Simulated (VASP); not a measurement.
## Ga: single point with PBEsol

Ga:

```xyz
2
Lattice="-2.4795 2.2974 1.3659 2.2974 -2.4795 1.3659 2.9063 2.9063 -1.6995" Properties=species:S:1:pos:R:3 pbc="T T T"
Ga   -2.4301    2.2480    1.3659
Ga    0.1184    2.6057    0.5162
```

- Program: VASP 6.6.1
- Task: single point
- Functional: PBEsol
- Potentials or basis: VASP PAW PBE potentials, release 64 (Ga_d)
- Cutoff: 520 eV
- k mesh: 12 × 12 × 8
- Occupations: fermi-dirac, width 0.1 eV
- Spin: no spin polarisation

- Pressure: -0.1 GPa
- Band gap on the k mesh: zero (bands 13 and 14 overlap by 8.65 eV)

Levels at points of the mesh, in eV from the Fermi level:
```
           k point  band 9  band 10  band 11  band 12  band 13  band 14  band 15  band 16  band 17  band 18
(0.00, 0.00, 0.00)  -14.65   -14.53   -11.32    -1.85    -1.26     1.17     5.02    10.18    10.81    11.04
(0.50, 0.00, 0.00)  -14.57   -14.55    -4.14    -3.80    -1.78    -1.18     2.15     3.90     5.35     6.84
(0.00, 0.50, 0.00)  -14.57   -14.55    -4.14    -3.80    -1.78    -1.18     2.15     3.90     5.35     6.84
(0.50, 0.50, 0.00)  -14.64   -14.61    -8.28    -7.64     1.44     2.35     2.62     2.99     8.34    11.93
(0.00, 0.00, 0.50)  -14.60   -14.60    -8.83    -8.83     3.87     3.87     5.73     5.73    11.38    11.38
(0.50, 0.00, 0.50)  -14.59   -14.55    -5.53    -4.76     0.40     1.52     1.75     4.75     6.45     7.53
(0.00, 0.50, 0.50)  -14.59   -14.55    -5.53    -4.76     0.40     1.52     1.75     4.75     6.45     7.53
(0.50, 0.50, 0.50)  -14.68   -14.68    -6.10    -6.10    -4.43    -4.43     9.57     9.57    12.54    12.54
```

Run time: 4.2 min on 1 thread of AMD EPYC 7R13 Processor (Zen 3), with other jobs on the host, peak memory 0.41 GiB.

Caveat: the PAW data sets were made with another functional, which shifts forces and pressure a little.
